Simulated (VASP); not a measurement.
# ScTe2 (Fm-3m) in VASP: single point with PBE

Aim: the single point of ScTe2 with PBE.

Program: VASP 6.6.1. These are calculated values, not measurements. Logs are shortened: lines on timing, memory, paths and dates and some standing lists are left out, and cuts for length are marked.

## 1. The cell of the first run

Symmetry: Fm-3m, No. 225, cubic system. The conventional cell has a = 7.126 Å, b = 7.126 Å, c = 7.126 Å, α = 90.00°, β = 90.00°, γ = 90.00°. Within 4.1 Å of Sc (site symmetry m-3m) lie 8 Te at 3.09 Å. Within 4.1 Å of Te (site symmetry -43m) lie 4 Sc at 3.09 Å and 6 Te at 3.56 Å.

## 2. Single point, PBE, non-collinear spin, zero start, spin-orbit coupling

INCAR reads:

```
SYSTEM = ScTe2
PREC = Accurate
ENCUT = 520
EDIFF = 1E-6
ISMEAR = 0
SIGMA = 0.05
LREAL = .FALSE.
LASPH = .TRUE.
NELM = 150
ALGO = Normal
ISIF = 2
LWAVE = .FALSE.
LCHARG = .FALSE.
MAGMOM = 0 0 0 0 0 0 0 0 0
LORBIT = 11
LSORBIT = .TRUE.
GGA_COMPAT = .FALSE.
LORBMOM = .TRUE.
LMAXMIX = 4
GGA = PE
NBANDS = 36
```

KPOINTS reads:

```
Automatic mesh
0
G
  8 8 8
  0 0 0
```

POSCAR reads:

```
ScTe2
1.0
    0.0000000000      3.5627719815      3.5627719815
    3.5627719815      0.0000000000      3.5627719815
    3.5627719815      3.5627719815      0.0000000000
Sc Te
1 2
Direct
    0.0000000000      0.0000000000      0.0000000000
    0.2500000000      0.2500000000      0.2500000000
    0.7500000000      0.7500000000      0.7500000000
```

Potentials or basis: VASP PAW PBE potentials, release 64 (Sc_sv, Te).

Command:

```sh
cat potpaw_PBE.64/Sc_sv/POTCAR potpaw_PBE.64/Te/POTCAR > POTCAR
mpirun -np 1 vasp_ncl > vasp.out
```

OUTCAR:

```text
SYSTEM = ScTe2
   PREC = Accurate
   ENCUT = 520
   EDIFF = 1E-6
   ISMEAR = 0
   LREAL = .FALSE.
   LASPH = .TRUE.
   NELM = 150
   ISIF = 2
   LORBIT = 11
   LSORBIT = .TRUE.
   GGA = PE

 ion  position               nearest neighbor table
   1  0.000  0.000  0.000-   3 3.09   3 3.09   3 3.09   2 3.09   3 3.09   2 3.09   2 3.09   2 3.09

   2  0.250  0.250  0.250-   1 3.09   1 3.09   1 3.09   1 3.09   3 3.56   3 3.56   3 3.56   3 3.56
                             3 3.56   3 3.56
   3  0.750  0.750  0.750-   1 3.09   1 3.09   1 3.09   1 3.09   2 3.56   2 3.56   2 3.56   2 3.56
                             2 3.56   2 3.56

  LATTYP: Found a face centered cubic cell.
 ALAT       =     7.1255439630

  Lattice vectors:

 A1 = (   0.0000000000,   3.5627719815,   3.5627719815)
 A2 = (   3.5627719815,   0.0000000000,   3.5627719815)
 A3 = (   3.5627719815,   3.5627719815,   0.0000000000)

Analysis of symmetry for initial positions (statically):
=====================================================================
 Subroutine PRICEL returns:
 Original cell was already a primitive cell.

 Routine SETGRP: Setting up the symmetry group for a
 face centered cubic supercell.

 Subroutine GETGRP returns: Found 48 space group operations
 (whereof 48 operations were pure point group operations)
 out of a pool of 48 trial point group operations.

The static configuration has the point symmetry O_h .

Analysis of symmetry for dynamics (positions and initial velocities):
=====================================================================
 Subroutine PRICEL returns:
 Original cell was already a primitive cell.

 Routine SETGRP: Setting up the symmetry group for a
 face centered cubic supercell.

 Subroutine GETGRP returns: Found 48 space group operations
 (whereof 48 operations were pure point group operations)
 out of a pool of 48 trial point group operations.

The dynamic configuration has the point symmetry O_h .

Analysis of structural, dynamic, and magnetic symmetry:
=====================================================================
 Subroutine PRICEL returns:
 Original cell was already a primitive cell.

 Routine SETGRP: Setting up the symmetry group for a
 face centered cubic supercell.

 Subroutine GETGRP returns: Found 48 space group operations
 (whereof 48 operations were pure point group operations)
 out of a pool of 48 trial point group operations.

The overall configuration has the point symmetry O_h .

 Subroutine INISYM returns: Found 48 space group operations
 (whereof 48 operations are pure point group operations),
 and found     1 'primitive' translations

----------------------------------------------------------------------------------------

                                     Primitive cell

  volume of cell :      90.4470

  direct lattice vectors                    reciprocal lattice vectors
     0.000000000  3.562771982  3.562771982    -0.140340163  0.140340163  0.140340163
     3.562771982  0.000000000  3.562771982     0.140340163 -0.140340163  0.140340163
     3.562771982  3.562771982  0.000000000     0.140340163  0.140340163 -0.140340163

  length of vectors
     5.038520456  5.038520456  5.038520456     0.243076292  0.243076292  0.243076292

  position of ions in fractional coordinates (direct lattice)
     0.000000000  0.000000000  0.000000000
     0.250000000  0.250000000  0.250000000
     0.750000000  0.750000000  0.750000000

  ion indices of the primitive-cell ions
   primitive index   ion index
                 1           1
                 2           2
                 3           3

----------------------------------------------------------------------------------------

 KPOINTS: Automatic mesh

Automatic generation of k-mesh.
 Grid dimensions read from file:
 generate k-points for:    8    8    8

 Generating k-lattice:

  Cartesian coordinates                     Fractional coordinates (reciprocal lattice)
    -0.017542520  0.017542520  0.017542520     0.125000000  0.000000000  0.000000000
     0.017542520 -0.017542520  0.017542520     0.000000000  0.125000000  0.000000000
     0.017542520  0.017542520 -0.017542520     0.000000000  0.000000000  0.125000000

  Length of vectors
     0.030384537  0.030384537  0.030384537

  Shift w.r.t. Gamma in fractional coordinates (k-lattice)
     0.000000000  0.000000000  0.000000000

 Subroutine IBZKPT returns following result:
 ===========================================

 Found     29 irreducible k-points:

 Following reciprocal coordinates:
            Coordinates               Weight
  0.000000  0.000000  0.000000      1.000000
  0.125000  0.000000  0.000000      8.000000
[... 47 lines left out ...]
   ISIF   =      2    stress and relaxation
   ISYM   =      2    0-nonsym 1-usesym 2-fastsym
   POTIM  = 0.5000    time-step for ionic-motion
   TEBEG  =    0.0;   TEEND  =   0.0 temperature during run
   PSTRESS=    0.0 pullay stress
   NELECT =      23.0000    total number of electrons
   NUPDOWN=      -1.0000    fix difference up-down
   EMIN   =  10.00;   EMAX   =-10.00  energy-range for DOS
   EFERMI =   0.00;   METHOD = LEGACY
   ISMEAR =     0;   SIGMA  =   0.05  broadening in eV -4-tet -1-fermi 0-gaus
   EFERMI_NEDOS =   21; number of points for ismear=-14 and -15
   IALGO  =     38    algorithm
   IMIX   =      4    mixing-type and parameters
     AMIX     =   0.40;   BMIX     =  1.00
     AMIX_MAG =   1.60;   BMIX_MAG =  1.00
  volume/ion in A,a.u.               =      30.15       203.46
  Fermi-wavevector in a.u.,A,eV,Ry     =   1.037177  1.959980 14.636270  1.075735
  Thomas-Fermi vector in A             =   2.171602
   LORBIT       =     11    0 simple, 1 ext, 2 COOP (PROOUT), +10 PAW based schemes
   GGA     = PE    functional components
   LHFCALC =     F    Hartree Fock is set to
   AEXX    =    0.0000 exact exchange contribution
   IVDW    =     0    specifies the selected vdW correction
   LEPSILON=     F    determine dielectric tensor
   LRPA    =     F    only Hartree local field effects (RPA)
 Gauss-broadening in eV      SIGMA  =   0.05
  energy-cutoff  :      520.00
  volume of cell :       90.45
 maximum number of plane-waves:      4936
 NGX is ok and might be reduce to    40
   NGX = 19   NGY = 19   NGZ = 19

 number of electron      23.0000000 magnetization       0.0000000      0.0000000      0.0000000

 number of electron      23.0000002 magnetization      -0.0000000     -0.0000000      0.0000000

 number of electron      23.0000002 magnetization       0.0000000      0.0000000     -0.0000000

 Free energy of the ion-electron system (eV)
  ---------------------------------------------------
  ext. energy  EPLUGINS =         0.00000000
  ---------------------------------------------------
  free energy    TOTEN  =       -15.07926866 eV

  energy without entropy =      -15.07716339  energy(sigma->0) =      -15.07821603

 E-fermi :   5.3569     XC(G=0):  -9.2614

 val. band max:        5.2691007436   @ k =   0.3750   0.3750   0.0000
 cond. band min:       5.3666989281   @ k =   0.3750   0.2500   0.1250
 fundamental gap:      0.0975981845
 Fermi energy:         5.3569044579

 k-point     1 :       0.0000    0.0000    0.0000
  band No.  band energies     occupation
      1     -44.6291      1.00000
      2     -44.6291      1.00000
      3     -23.5794      1.00000
      4     -23.5794      1.00000
      5     -23.0764      1.00000
      6     -23.0764      1.00000
[... 901 lines left out ...]
     34       8.5743      0.00000
     35      10.3883      0.00000

 [... further k-points ...]

 [bands above 35 left out]

------------------------ aborting loop because EDIFF is reached ----------------------------------------

  FORCE on cell =-STRESS in cart. coord.  units (eV):
  Direction    XX          YY          ZZ          XY          YZ          ZX
  --------------------------------------------------------------------------------------
  -------------------------------------------------------------------------------------
  Total        0.0736430      0.0736430      0.0736430      0.0000000      0.0000000      0.0000000
  in kB        1.3045116      1.3045116      1.3045116      0.0000000      0.0000000      0.0000000
  external PRESSURE =       1.3045116 kB  Pullay stress =       0.0000000 kB

 VOLUME and BASIS-vectors are now :
 -----------------------------------------------------------------------------
  energy-cutoff  :      520.00
  volume of cell :       90.45
      direct lattice vectors                 reciprocal lattice vectors
     0.000000000  3.562771982  3.562771982    -0.140340163  0.140340163  0.140340163
     3.562771982  0.000000000  3.562771982     0.140340163 -0.140340163  0.140340163
     3.562771982  3.562771982  0.000000000     0.140340163  0.140340163 -0.140340163

 POSITION                                       TOTAL-FORCE (eV/Angst)
 -----------------------------------------------------------------------------------
      0.00000      0.00000      0.00000        -0.000000     -0.000000     -0.000000
      1.78139      1.78139      1.78139         0.000000      0.000000      0.000000
      5.34416      5.34416      5.34416        -0.000000     -0.000000      0.000000
 -----------------------------------------------------------------------------------
    total drift:                               -0.000000     -0.000000     -0.000000

  FREE ENERGIE OF THE ION-ELECTRON SYSTEM (eV)
  ---------------------------------------------------
  free  energy   TOTEN  =       -15.0792686627 eV

  energy  without entropy=      -15.0771633940  energy(sigma->0) =      -15.07821603

 orbital moment (x)

 # of ion     p       d       tot
 ----------------------------------------
  1         0.000   0.000   0.000
  2         0.000  -0.000   0.000
  3        -0.000   0.000  -0.000
 ----------------------------------------
            0.000   0.000   0.000

 orbital moment (y)

 # of ion     p       d       tot
 ----------------------------------------
  1         0.000  -0.000  -0.000
  2         0.000   0.000   0.000
  3         0.000  -0.000   0.000
 ----------------------------------------
            0.000   0.000   0.000

 orbital moment (z)

 # of ion     p       d       tot
 ----------------------------------------
  1         0.000   0.000   0.000
  2         0.000  -0.000  -0.000
  3         0.000   0.000   0.000
 ----------------------------------------
            0.000   0.000   0.000

 Spin-Orbit-Coupling matrix elements

 Ion:    1  E_soc:     -0.0080512
 l=   1
     0.0000000    -0.0012355    -0.0012355
    -0.0012355     0.0000000    -0.0012355
    -0.0012355    -0.0012355     0.0000000
 l=   2
     0.0000000     0.0000359     0.0000000     0.0000359    -0.0001423
     0.0000359     0.0000000    -0.0001067     0.0000359    -0.0000356
     0.0000000    -0.0001067     0.0000000    -0.0001067     0.0000000
     0.0000359     0.0000359    -0.0001067     0.0000000    -0.0000356
    -0.0001423    -0.0000356     0.0000000    -0.0000356     0.0000000
 l=   3
     0.0000000     0.0000000     0.0000000     0.0000000     0.0000000     0.0000000     0.0000000
     0.0000000     0.0000000     0.0000000     0.0000000     0.0000000     0.0000000     0.0000000
     0.0000000     0.0000000     0.0000000     0.0000000     0.0000000     0.0000000     0.0000000
     0.0000000     0.0000000     0.0000000     0.0000000     0.0000000     0.0000000     0.0000000
[... 29 lines left out ...]
 l=   2
     0.0000000    -0.0000106     0.0000000    -0.0000106    -0.0001149
    -0.0000106     0.0000000    -0.0000862    -0.0000106    -0.0000287
     0.0000000    -0.0000862     0.0000000    -0.0000862     0.0000000
    -0.0000106    -0.0000106    -0.0000862     0.0000000    -0.0000287
    -0.0001149    -0.0000287     0.0000000    -0.0000287     0.0000000
 l=   3
     0.0000000     0.0000000     0.0000000     0.0000000     0.0000000     0.0000000     0.0000000
     0.0000000     0.0000000     0.0000000     0.0000000     0.0000000     0.0000000     0.0000000
     0.0000000     0.0000000     0.0000000     0.0000000     0.0000000     0.0000000     0.0000000
     0.0000000     0.0000000     0.0000000     0.0000000     0.0000000     0.0000000     0.0000000
     0.0000000     0.0000000     0.0000000     0.0000000     0.0000000     0.0000000     0.0000000
     0.0000000     0.0000000     0.0000000     0.0000000     0.0000000     0.0000000     0.0000000
     0.0000000     0.0000000     0.0000000     0.0000000     0.0000000     0.0000000     0.0000000

 total charge

# of ion       s       p       d       tot
------------------------------------------
    1        2.161   6.097   1.005   9.264
    2        1.388   1.977   0.028   3.393
    3        1.388   1.977   0.028   3.393
--------------------------------------------------
tot          4.936  10.052   1.061  16.049

 magnetization (x)

# of ion       s       p       d       tot
------------------------------------------
    1        0.000   0.000   0.000   0.000
    2        0.000   0.000   0.000   0.000
    3        0.000   0.000  -0.000   0.000
--------------------------------------------------
tot          0.000   0.000  -0.000   0.000

 magnetization (y)

# of ion       s       p       d       tot
------------------------------------------
    1       -0.000   0.000   0.000  -0.000
    2        0.000   0.000   0.000   0.000
    3        0.000   0.000  -0.000   0.000
--------------------------------------------------
tot         -0.000   0.000  -0.000   0.000

 magnetization (z)

# of ion       s       p       d       tot
------------------------------------------
    1        0.000   0.000  -0.000   0.000
    2        0.000   0.000   0.000   0.000
    3        0.000   0.000   0.000   0.000
--------------------------------------------------
tot          0.000   0.000   0.000   0.000
```

Run time: 5 min. Hardware: 1 thread of AMD EPYC 7R43 (Zen 3), shared host; peak memory 0.53 GiB.

Results:

| Quantity | Value |
| --- | --- |
| Free energy | -15.0793 eV |
| Pressure | 0.1 GPa |
| Net moment | 0.00 μB per cell |
| Valence electrons inside the program's atomic spheres | Sc 9.26; Te 3.39 |

Moments on the atoms (μB; x, y, z):
```
Sc  0.00 0.00 0.00
Te  0.00 0.00 0.00
Te  0.00 0.00 0.00
```
